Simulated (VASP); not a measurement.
Input of a VASP 6.6.1 run:

File INCAR:

```
PREC = Accurate
ENCUT = 520
EDIFF = 1E-7
ISMEAR = 0
SIGMA = 0.05
LREAL = Auto
LASPH = True
NELM = 60
ALGO = Normal
ISIF = 2
LWAVE = False
LCHARG = True
LDIPOL = True
IDIPOL = 3
DIPOL = 0.5 0.5 0.427
GGA = PE
IVDW = 12
LELF = True
LVHAR = True
LVACPOTAV = True
NBANDS = 126
```

The input KPOINTS:

```
Automatic mesh
0
Gamma
  3 2 1
```

File POSCAR:

```
C
1.0
    5.0301999808      0.0000000000      0.0000000000
    0.0000000000      7.1137770343      0.0000000000
    0.0000000000      0.0000000000     26.0407499760
C
48
Direct
    0.2500000000      0.5000000000      0.3072108141
    0.2500000000      0.0000000000      0.3072108141
    0.7500000000      0.5000000000      0.3072108141
    0.7500000000      0.0000000000      0.3072108141
    0.5000000000      0.6250000000      0.3072108141
    0.5000000000      0.1250000000      0.3072108141
    0.0000000000      0.6250000000      0.3072108141
    0.0000000000      0.1250000000      0.3072108141
    0.5000000000      0.7500000000      0.3555024339
    0.5000000000      0.2500000000      0.3555024339
    0.0000000000      0.7500000000      0.3555024339
    0.0000000000      0.2500000000      0.3555024339
    0.7500000000      0.8750000000      0.3555024339
    0.7500000000      0.3750000000      0.3555024339
    0.2500000000      0.8750000000      0.3555024339
    0.2500000000      0.3750000000      0.3555024339
    0.7500000000      0.0000000000      0.4037940536
    0.7500000000      0.5000000000      0.4037940536
    0.2500000000      0.0000000000      0.4037940536
    0.2500000000      0.5000000000      0.4037940536
    0.0000000000      0.1250000000      0.4037940536
    0.0000000000      0.6250000000      0.4037940536
    0.5000000000      0.1250000000      0.4037940536
    0.5000000000      0.6250000000      0.4037940536
    0.0000058212      0.2505765122      0.4518308175
   -0.0000084487      0.7505676566      0.4518267586
    0.5000019186      0.2505736124      0.4518350535
    0.5000166845      0.7505439326      0.4518443904
    0.2500091333      0.3744269497      0.4518208728
    0.2500099499      0.8744194687      0.4518194735
    0.7500016826      0.3744768474      0.4518635692
    0.7499954579      0.8744644783      0.4518371700
    0.2500239948      0.5046799563      0.5016835582
    0.2500184098      0.0045781059      0.5015946904
    0.7500000643      0.5045523794      0.5016592301
    0.7499882414      0.0046739810      0.5016066300
    0.5000497453      0.6204146527      0.5016739820
    0.4999524556      0.1203991369      0.5015981834
   -0.0000144961      0.6203789311      0.5016666525
    0.0000474012      0.1203884251      0.5015954134
    0.5000877537      0.7648476224      0.5425467021
    0.5000217258      0.2644825595      0.5425563390
    0.0000123283      0.7649968159      0.5424244714
   -0.0000399809      0.2644809813      0.5425404338
    0.7499773334      0.8605911420      0.5425853261
    0.7499811213      0.3603050422      0.5426815576
    0.2500602416      0.8605161726      0.5425522348
    0.2500094331      0.3600114964      0.5423908060
```

Potentials or basis: VASP PAW PBE potentials, release 64 (C).

Run with:

```console
$ cat potpaw_PBE.64/C/POTCAR > POTCAR
$ mpirun -np 1 vasp_std > vasp.out
```

Task: Estimate the largest force.

Result: 4.679 eV/Å.

Task: Estimate the dispersion energy per atom.

Result: -0.156 eV.

Task: Estimate the band gap on the k mesh.

Result: Zero (bands 96 and 97 overlap by 0.11 eV).

Forces in eV/Å, atoms in the order of the input:
```
C    0.000  4.570  1.001
C    0.000  4.570  1.003
C    0.000  4.570  1.001
C    0.000  4.568  0.998
C    0.000 -4.569  1.003
C    0.001 -4.569  1.002
C    0.000 -4.570  1.003
C    0.000 -4.569  1.004
C    0.002  1.022 -1.112
C   -0.001  1.021 -1.112
C   -0.002  1.022 -1.114
C    0.002  1.020 -1.115
C    0.001 -1.022 -1.115
C   -0.001 -1.022 -1.115
C   -0.001 -1.019 -1.123
C    0.000 -1.022 -1.120
C   -0.001  0.478  0.094
C    0.000  0.478  0.104
C    0.001  0.478  0.095
C    0.001  0.482  0.100
C   -0.002 -0.472  0.103
C   -0.002 -0.477  0.105
C    0.002 -0.471  0.102
C    0.003 -0.476  0.109
C    0.000  0.001  0.020
C    0.001 -0.006  0.019
C    0.000  0.003  0.017
C    0.000 -0.001  0.015
C    0.000  0.012  0.007
C    0.000  0.000  0.012
C    0.000 -0.004 -0.005
C    0.000 -0.005  0.006
C    0.000 -0.001 -0.051
C    0.001  0.023 -0.013
C    0.000 -0.006  0.009
C   -0.001  0.002 -0.017
C    0.003  0.000 -0.030
C    0.016 -0.012 -0.019
C   -0.003 -0.002 -0.040
C   -0.016 -0.012 -0.019
C   -0.010 -0.025  0.030
C    0.011 -0.004  0.016
C   -0.003 -0.044  0.075
C   -0.010  0.000  0.021
C    0.005  0.007 -0.008
C    0.004  0.005 -0.038
C    0.003  0.010  0.005
C   -0.004  0.038  0.088
```

Caveat: the k points lie up to 0.44 Å⁻¹ apart.
